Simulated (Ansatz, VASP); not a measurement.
# One calculation of H6C2O, two programs

```
C O H
1.0
     7.52907    0.00000    0.00000
     0.00000    7.52907    0.00000
     0.00000    0.00000    7.52907
C O H
8 4 24
Cartesian
  2.4147 3.7969 4.1484
  3.4148 4.0085 5.2622
  6.8417 4.1961 2.2032
  6.0661 5.4783 1.9882
  -0.2450 5.8911 5.8826
  0.8693 6.2644 6.8461
  4.9721 0.8775 1.5141
  4.0485 2.0473 1.3288
  4.4850 3.0643 5.1144
  4.6907 5.1546 1.7105
  0.6704 7.6158 7.2712
  2.7220 1.5337 1.0934
  5.0678 3.1711 5.8841
  3.8104 5.0422 5.2154
  2.9216 3.8823 6.2441
  1.5779 4.4959 4.2678
  2.8865 3.9960 3.1719
  2.0161 2.7709 4.1603
  4.2363 6.0012 1.5738
  6.1318 6.1102 2.8932
  6.4965 6.0626 1.1549
  7.9029 4.4477 2.3614
  6.4894 3.6573 3.0988
  6.7730 3.5232 1.3332
  1.4778 7.9268 7.7284
  0.8549 5.5774 7.7148
  1.8510 6.1514 6.3512
  -0.1669 4.8338 5.5927
  -1.2321 6.0452 6.3480
  -0.1945 6.5045 4.9704
  2.1052 2.2827 1.0966
  4.0530 2.6772 2.2313
  4.3639 2.6902 0.4906
  6.0002 1.2067 1.7114
  4.6443 0.2864 2.3807
  4.9925 0.2421 0.6179
```

Alike in both runs: functional PBE; dispersion D3(BJ); k mesh 1 × 1 × 1; occupations fermi-dirac, width 0.02 eV; no spin polarisation.

Ansatz relaxed the structure, and its values are those at the end. VASP's run is a single point on that final structure, the one shown.

|  | VASP | Ansatz |
| --- | --- | --- |
| version | VASP 6.6.1 | Ansatz 0.2.0 |
| potentials or method | VASP PAW PBE potentials, release 64 (C_h, O_h, H_h), cutoff 1000 eV | scalar-relativistic, plane waves, PAW |
| valence electrons in the cell | 80 | 80 |

Ansatz gave:

```
rms of the force components (eV/Å) : 0.066
```

Question: What did VASP give for the same quantities?

Answer: rms of the force components (eV/Å): 0.064.
